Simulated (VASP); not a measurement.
# Zr (Fd-3m) in VASP: single point with RPBE

Aim: the single point of Zr with RPBE.

All numbers are computed with VASP 6.6.1; they aren't measurements. Logs are shortened: lines on timing, memory, paths and dates and some standing lists are left out, and cuts for length are marked.

## 1. The cell of the first run

The structure is cubic, space group Fd-3m (No. 227). The conventional cell has a = 6.372 Å, b = 6.372 Å, c = 6.372 Å, α = 90.00°, β = 90.00°, γ = 90.00°. Zr (site symmetry -43m) has 4 Zr at 2.76 Å within 3.6 Å.

This isn't the form of Zr at room conditions, which is hcp.

## 2. Single point, RPBE

Contents of INCAR:

```
PREC = Accurate
ENCUT = 520
EDIFF = 1E-6
ISMEAR = -1
SIGMA = 0.1
LREAL = F
LASPH = T
NELM = 80
ALGO = Normal
ISIF = 2
LWAVE = F
LCHARG = F
GGA = RP
NBANDS = 19
```

Contents of KPOINTS:

```
regular mesh
0
Gamma
  14 14 14
```

Contents of POSCAR:

```
Zr
1.0
    0.0000000000      3.1861511280      3.1861511280
    3.1861511280      0.0000000000      3.1861511280
    3.1861511280      3.1861511280      0.0000000000
Zr
2
Direct
    0.1250000000      0.1250000000      0.1250000000
    0.8750000000      0.8750000000      0.8750000000
```

Potentials or basis: VASP PAW PBE potentials, release 64 (Zr_sv).

Started as:

```console
cat potpaw_PBE.64/Zr_sv/POTCAR > POTCAR
mpirun -np 1 vasp_std > vasp.out
```

OUTCAR:

```text
PREC = Accurate
   ENCUT = 520
   EDIFF = 1E-6
   ISMEAR = -1
   LREAL = F
   LASPH = T
   NELM = 80
   ISIF = 2
   GGA = RP

 ion  position               nearest neighbor table
   1  0.125  0.125  0.125-   2 2.76   2 2.76   2 2.76   2 2.76
   2  0.875  0.875  0.875-   1 2.76   1 2.76   1 2.76   1 2.76

  LATTYP: Found a face centered cubic cell.
 ALAT       =     6.3723022560

  Lattice vectors:

 A1 = (   0.0000000000,   3.1861511280,   3.1861511280)
 A2 = (   3.1861511280,   0.0000000000,   3.1861511280)
 A3 = (   3.1861511280,   3.1861511280,   0.0000000000)

Analysis of symmetry for initial positions (statically):
=====================================================================
 Subroutine PRICEL returns:
 Original cell was already a primitive cell.

 Routine SETGRP: Setting up the symmetry group for a
 face centered cubic supercell.

 Subroutine GETGRP returns: Found 48 space group operations
 (whereof 12 operations were pure point group operations)
 out of a pool of 48 trial point group operations.

The static configuration has the point symmetry D_3d.
 The point group associated with its full space group is O_h .

Analysis of symmetry for dynamics (positions and initial velocities):
=====================================================================
 Subroutine PRICEL returns:
 Original cell was already a primitive cell.

 Routine SETGRP: Setting up the symmetry group for a
 face centered cubic supercell.

 Subroutine GETGRP returns: Found 48 space group operations
 (whereof 12 operations were pure point group operations)
 out of a pool of 48 trial point group operations.

The dynamic configuration has the point symmetry D_3d.
 The point group associated with its full space group is O_h .

 Subroutine INISYM returns: Found 48 space group operations
 (whereof 12 operations are pure point group operations),
 and found     1 'primitive' translations

----------------------------------------------------------------------------------------

                                     Primitive cell

  volume of cell :      64.6888

  direct lattice vectors                    reciprocal lattice vectors
     0.000000000  3.186151128  3.186151128    -0.156929154  0.156929154  0.156929154
     3.186151128  0.000000000  3.186151128     0.156929154 -0.156929154  0.156929154
     3.186151128  3.186151128  0.000000000     0.156929154  0.156929154 -0.156929154

[... 79 lines left out ...]
   LSORBIT =      F    spin-orbit coupling
   LASPH  =      T    aspherical Exc in radial PAW
   ENCUT  =  520.0 eV  38.22 Ry    6.18 a.u.   8.38  8.38  8.38*2*pi/ulx,y,z
   NELM   =     80;   NELMIN=  2; NELMDL= -5     # of ELM steps
   EDIFF  = 0.1E-05   stopping-criterion for ELM
   LREAL  =      F    real-space projection
   EDIFFG = 0.1E-04   stopping-criterion for IOM
   NSW    =      0    number of steps for IOM
   IBRION =     -1    ionic relax: 0-MD 1-quasi-New 2-CG
   NFREE  =      0    steps in history (QN), initial steepest desc. (CG)
   ISIF   =      2    stress and relaxation
   ISYM   =      2    0-nonsym 1-usesym 2-fastsym
   POTIM  = 0.5000    time-step for ionic-motion
   TEBEG  =    0.0;   TEEND  =   0.0 temperature during run
   PSTRESS=    0.0 pullay stress
   NELECT =      24.0000    total number of electrons
   NUPDOWN=      -1.0000    fix difference up-down
   EMIN   =  10.00;   EMAX   =-10.00  energy-range for DOS
   EFERMI =   0.00;   METHOD = LEGACY
   ISMEAR =    -1;   SIGMA  =   0.10  broadening in eV -4-tet -1-fermi 0-gaus
   EFERMI_NEDOS =   21; number of points for ismear=-14 and -15
   IALGO  =     38    algorithm
   IMIX   =      4    mixing-type and parameters
     AMIX     =   0.40;   BMIX     =  1.00
     AMIX_MAG =   1.60;   BMIX_MAG =  1.00
  volume/ion in A,a.u.               =      32.34       218.27
  Fermi-wavevector in a.u.,A,eV,Ry     =   1.176347  2.222974 18.827645  1.383793
  Thomas-Fermi vector in A             =   2.312713
   LORBIT       =      0    0 simple, 1 ext, 2 COOP (PROOUT), +10 PAW based schemes
   GGA     = RP    functional components
   LHFCALC =     F    Hartree Fock is set to
   AEXX    =    0.0000 exact exchange contribution
   IVDW    =     0    specifies the selected vdW correction
   LEPSILON=     F    determine dielectric tensor
   LRPA    =     F    only Hartree local field effects (RPA)
 non-spin polarized calculation
  energy-cutoff  :      520.00
  volume of cell :       64.69
 maximum number of plane-waves:      1807
 NGX is ok and might be reduce to    36
   NGX = 17   NGY = 17   NGZ = 17

 number of electron      24.0000000 magnetization

 Free energy of the ion-electron system (eV)
  ---------------------------------------------------
  ext. energy  EPLUGINS =         0.00000000
  ---------------------------------------------------
  free energy    TOTEN  =       -11.47681028 eV

  energy without entropy =      -11.30667898  energy(sigma->0) =      -11.39174463

 E-fermi :   5.3040     XC(G=0):  -9.2727

 val. band max:        5.2954516968   @ k =  -0.1429   0.0714   0.0000
 cond. band min:       5.3050279223   @ k =   0.5000   0.3571   0.1429
 fundamental gap:      0.0095762255
 Fermi energy:         5.3040078664

 k-point     1 :       0.0000    0.0000    0.0000
  band No.  band energies     occupation
      1     -43.6281      2.00000
      2     -43.1433      2.00000
      3     -21.9456      2.00000
      4     -21.9456      2.00000
      5     -21.9456      2.00000
      6     -21.0684      2.00000
[... 505 lines left out ...]
      6     -21.1519      2.00000
[... 11 lines left out ...]
     18       9.6267      0.00000
     19      10.6025      0.00000

 [... further k-points ...]

------------------------ aborting loop because EDIFF is reached ----------------------------------------

  FORCE on cell =-STRESS in cart. coord.  units (eV):
  Direction    XX          YY          ZZ          XY          YZ          ZX
  --------------------------------------------------------------------------------------
  -------------------------------------------------------------------------------------
  Total        0.0214588      0.0214588      0.0214588     -0.0000000     -0.0000000     -0.0000000
  in kB        0.5314810      0.5314810      0.5314810     -0.0000000     -0.0000000     -0.0000000
  external PRESSURE =       0.5314810 kB  Pullay stress =       0.0000000 kB

 VOLUME and BASIS-vectors are now :
 -----------------------------------------------------------------------------
  energy-cutoff  :      520.00
  volume of cell :       64.69
      direct lattice vectors                 reciprocal lattice vectors
     0.000000000  3.186151128  3.186151128    -0.156929154  0.156929154  0.156929154
     3.186151128  0.000000000  3.186151128     0.156929154 -0.156929154  0.156929154
     3.186151128  3.186151128  0.000000000     0.156929154  0.156929154 -0.156929154

 POSITION                                       TOTAL-FORCE (eV/Angst)
 -----------------------------------------------------------------------------------
      0.79654      0.79654      0.79654        -0.000000     -0.000000     -0.000000
      5.57576      5.57576      5.57576         0.000000      0.000000      0.000000
 -----------------------------------------------------------------------------------
    total drift:                               -0.000000      0.000000      0.000000

  FREE ENERGIE OF THE ION-ELECTRON SYSTEM (eV)
  ---------------------------------------------------
  free  energy   TOTEN  =       -11.4768102835 eV

  energy  without entropy=      -11.3066789753  energy(sigma->0) =      -11.39174463
```

OSZICAR:

```text
N       E                     dE             d eps       ncg     rms          rms(c)
DAV:   1     0.218258428325E+03    0.21826E+03   -0.12808E+04  3952   0.119E+03
DAV:   2     0.387418529792E+01   -0.21438E+03   -0.21053E+03  4721   0.350E+02
DAV:   3    -0.112486463557E+02   -0.15123E+02   -0.14640E+02  7303   0.653E+01
DAV:   4    -0.116850048222E+02   -0.43636E+00   -0.43382E+00  4912   0.115E+01
DAV:   5    -0.116980949812E+02   -0.13090E-01   -0.13082E-01  5727   0.148E+00    0.104E+01
DAV:   6    -0.114518056994E+02    0.24629E+00   -0.79399E-01  4519   0.507E+00    0.443E+00
DAV:   7    -0.114680081397E+02   -0.16202E-01   -0.25272E-01  6760   0.261E+00    0.136E+00
DAV:   8    -0.114774968900E+02   -0.94888E-02   -0.41420E-02  5117   0.157E+00    0.173E-01
DAV:   9    -0.114767722721E+02    0.72462E-03   -0.44294E-03  4691   0.404E-01    0.540E-02
DAV:  10    -0.114768101774E+02   -0.37905E-04   -0.12815E-04  5079   0.860E-02    0.759E-03
DAV:  11    -0.114768122395E+02   -0.20621E-05   -0.57253E-06  5302   0.146E-02    0.898E-03
DAV:  12    -0.114768099869E+02    0.22525E-05   -0.10975E-06  2659   0.114E-02    0.145E-03
DAV:  13    -0.114768102835E+02   -0.29660E-06   -0.15609E-07  2588   0.362E-03
   1 F= -.11476810E+02 E0= -.11391745E+02  d E =-.170131E+00
```

stdout:

```text
POSCAR found type information on POSCAR Zr
 POSCAR found :  1 types and       2 ions
 scaLAPACK will be used
 -----------------------------------------------------------------------------
|                                                                             |
|                                                                             |
|     You enforced a specific xc type in the INCAR file but a different       |
|     I HOPE YOU KNOW WHAT YOU ARE DOING!                                     |
|                                                                             |
 -----------------------------------------------------------------------------

 LDA part: xc-table for (Slater+PW92), standard interpolation
 POSCAR, INCAR and KPOINTS ok, starting setup
 FFT: planning ... GRIDC
 FFT: planning ... GRID_SOFT
 FFT: planning ... GRID
 WAVECAR not read
 entering main loop
```

Run time: 1.7 min. Hardware: 1 thread of AMD EPYC 7R13 (Zen 3), shared host; peak memory 0.23 GiB.

Results:

```
Free energy            : -11.4768 eV
Pressure               : 0.1 GPa
Band gap on the k mesh : zero (bands 12 and 13 overlap by 0.18 eV)
```

Caveat: the PAW data sets were made with another functional, which shifts forces and pressure a little.
